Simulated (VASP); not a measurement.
# MoS2 (P6_3/mmc) in VASP: notebook, part 2 of 2

VASP 6.6.1. Earlier steps stand in the parts before.

### 4 Single point, PBE+D3(BJ)

Input file INCAR:

```
SYSTEM = MoS2
  ALGO = Normal
  EDIFF = 1E-7
  ENCUT = 520
  GGA = PE
  ISIF = 2
  ISMEAR = 0
  IVDW = 12
  LASPH = .TRUE.
  LCHARG = .TRUE.
  LELF = .TRUE.
  LREAL = .FALSE.
  LVHAR = .TRUE.
  LWAVE = .FALSE.
  NBANDS = 35
  NELM = 60
  PREC = Accurate
  SIGMA = 0.01
```

Input file KPOINTS:

```
k-points
0
G
  15 15 4
  0 0 0
```

Input file POSCAR:

```
MoS2
1.0
    3.0493199401      0.0000000000      0.0000000000
   -1.5246599700      2.6407885324      0.0000000000
    0.0000000000      0.0000000000     11.1316199390
Mo S
2 4
Direct
    0.3333333333      0.6666666667      0.2500000000
    0.6666666667      0.3333333333      0.7500000000
    0.3333333333      0.6666666667      0.6086152283
    0.6666666667      0.3333333333      0.1086152283
    0.3333333333      0.6666666667      0.8913847717
    0.6666666667      0.3333333333      0.3913847717
```

Potentials or basis: VASP PAW PBE potentials, release 64 (Mo_sv, S).

Command:

```
$ cat potpaw_PBE.64/Mo_sv/POTCAR potpaw_PBE.64/S/POTCAR > POTCAR
$ mpirun -np 1 vasp_std > vasp.out
```

OUTCAR:

```text
SYSTEM = MoS2
   EDIFF = 1E-7
   ENCUT = 520
   GGA = PE
   ISIF = 2
   ISMEAR = 0
   IVDW = 12
   LASPH = .TRUE.
   LREAL = .FALSE.
   NELM = 60
   PREC = Accurate
 IVDW          = 12

 ion  position               nearest neighbor table
   1  0.333  0.667  0.250-   4 2.36   6 2.36   4 2.36   6 2.36   4 2.36   6 2.36
   2  0.667  0.333  0.750-   3 2.36   5 2.36   3 2.36   5 2.36   3 2.36   5 2.36
   3  0.333  0.667  0.609-   2 2.36   2 2.36   2 2.36
[... 1128 lines left out ...]
  --------------------------------------------------------------------------------------
  -------------------------------------------------------------------------------------
  Total       7.59148     7.59148     7.55798     0.00000     0.00000    -0.00000
  in kB     135.68817   135.68817   135.08940     0.00000     0.00000    -0.00000
  external pressure =      135.49 kB  Pullay stress =        0.00 kB

 VOLUME and BASIS-vectors are now :
 -----------------------------------------------------------------------------
  energy-cutoff  :      520.00
  volume of cell :       89.64
      direct lattice vectors                 reciprocal lattice vectors
     3.049319940  0.000000000  0.000000000     0.327941974  0.189337387  0.000000000
    -1.524659970  2.640788532  0.000000000     0.000000000  0.378674774  0.000000000
     0.000000000  0.000000000 11.131619939     0.000000000  0.000000000  0.089834185

 POSITION                                       TOTAL-FORCE (eV/Angst)
 -----------------------------------------------------------------------------------
     -0.00000      1.76053      2.78290         0.000000     -0.000000      0.000000
      1.52466      0.88026      8.34871        -0.000000      0.000000      0.000000
     -0.00000      1.76053      6.77487         0.000000     -0.000000      0.021810
      1.52466      0.88026      1.20906        -0.000000      0.000000      0.021810
     -0.00000      1.76053      9.92256         0.000000     -0.000000     -0.021810
      1.52466      0.88026      4.35675         0.000000      0.000000     -0.021810
 -----------------------------------------------------------------------------------
    total drift:                               -0.000000      0.000000     -0.000000

  FREE ENERGIE OF THE ION-ELECTRON SYSTEM (eV)
  ---------------------------------------------------
  free  energy   TOTEN  =       -45.6777717618 eV

  energy  without entropy=      -45.6777717618  energy(sigma->0) =      -45.67777176
```

OSZICAR:

```text
N       E                     dE             d eps       ncg     rms          rms(c)
DAV:   1     0.458155010885E+03    0.45816E+03   -0.29727E+04  6038   0.145E+03
DAV:   2    -0.224094467976E+02   -0.48056E+03   -0.46499E+03  6702   0.385E+02
DAV:   3    -0.447207727239E+02   -0.22311E+02   -0.21905E+02  6809   0.770E+01
DAV:   4    -0.451175520746E+02   -0.39678E+00   -0.39559E+00  6793   0.104E+01
DAV:   5    -0.451236803502E+02   -0.61283E-02   -0.61268E-02  6602   0.129E+00    0.400E+01
DAV:   6    -0.431916873723E+02    0.19320E+01   -0.95241E+00  6269   0.202E+01    0.144E+01
DAV:   7    -0.430071803876E+02    0.18451E+00   -0.50344E+00  6022   0.134E+01    0.923E+00
DAV:   8    -0.426113794546E+02    0.39580E+00   -0.10208E+00  6004   0.675E+00    0.363E+00
DAV:   9    -0.426253414661E+02   -0.13962E-01   -0.10524E-01  6681   0.162E+00    0.165E+00
DAV:  10    -0.426139954788E+02    0.11346E-01   -0.43842E-02  6256   0.137E+00    0.329E-01
DAV:  11    -0.426140846356E+02   -0.89157E-04   -0.25657E-03  6098   0.299E-01    0.133E-01
DAV:  12    -0.426140002313E+02    0.84404E-04   -0.23436E-04  6320   0.730E-02    0.112E-01
DAV:  13    -0.426139998582E+02    0.37312E-06   -0.21102E-04  6310   0.734E-02    0.338E-02
DAV:  14    -0.426139953783E+02    0.44799E-05   -0.25310E-05  6088   0.274E-02    0.339E-02
DAV:  15    -0.426139950875E+02    0.29076E-06   -0.19316E-06  5883   0.637E-03    0.102E-02
DAV:  16    -0.426139946480E+02    0.43952E-06   -0.77344E-07  5782   0.537E-03    0.225E-03
DAV:  17    -0.426139946362E+02    0.11794E-07   -0.10087E-07  3369   0.156E-03
   1 F= -.45677772E+02 E0= -.45677772E+02  d E =-.179272E-38
```

Run time: 4 min. Hardware: 1 thread of Intel Xeon Platinum 8259CL at 2.50GHz (Skylake/Cascade Lake), shared host; peak memory 0.35 GiB.

What came out:

```
Free energy                : -45.6778 eV
Pressure                   : 13.5 GPa
Largest force              : 0.022 eV/Å
Band gap on the k mesh     : 0.22 eV, indirect (least direct gap 1.51 eV)
Dispersion energy per atom : -0.511 eV
```

Forces on the atoms (eV/Å):
```
Mo   0.000  0.000  0.000
Mo   0.000  0.000  0.000
S    0.000  0.000  0.022
S    0.000  0.000  0.022
S    0.000  0.000 -0.022
S    0.000  0.000 -0.022
```

Levels at points of the mesh, in eV from the valence-band top:
```
           k point  band 22  band 23  band 24  band 25  band 26  band 27  band 28  band 29  band 30  band 31
(0.00, 0.00, 0.00)    -2.34    -2.34    -2.04    -0.64     0.00     1.81     1.81     1.90     1.90     1.99
(0.00, 0.00, 0.50)    -2.44    -2.44    -2.44    -0.19    -0.19     1.84     1.84     1.84     1.84     2.23
```

A k mesh can miss the band edges.

### 5 Summary

```csv
task,cell,k mesh,cutoff (eV),smearing,gap on the mesh (eV),pressure (GPa),largest force (eV/Å)
relaxation of cell and atoms,"relaxed to 13.7 GPa from a = 3.050, b = 3.050, c = 11.134 Å, angles 90.0, 90.0, 120.0°, 6 atoms",9 × 9 × 2,600,gaussian 0.1 eV,0.31,13.6,0.01
relaxation of cell and atoms,"relaxed to 13.7 GPa from a = 3.169, b = 3.169, c = 12.324 Å, angles 90.0, 90.0, 120.0°, 6 atoms",9 × 9 × 2,600,gaussian 0.1 eV,0.31,13.7,-
single point,"a = 3.049, b = 3.049, c = 11.132 Å, angles 90.0, 90.0, 120.0°, 6 atoms",15 × 15 × 4,520,gaussian 0.01 eV,0.22,13.5,0.02
```

Alike in all rows: level PBE+D3(BJ); potentials or basis VASP PAW PBE potentials, release 64 (Mo_sv, S); no spin polarisation.

Caveats: the cell is relaxed towards a set pressure, so the enthalpy falls and the energy may rise (some runs); the relaxation stopped at a loose force limit of 0.05 eV/Å, so its end isn't a converged minimum (some runs); the relaxation stopped at its first step, so nothing moved (some runs).

Total energies depend on the potentials used, so only differences within one code and one set of settings carry meaning.
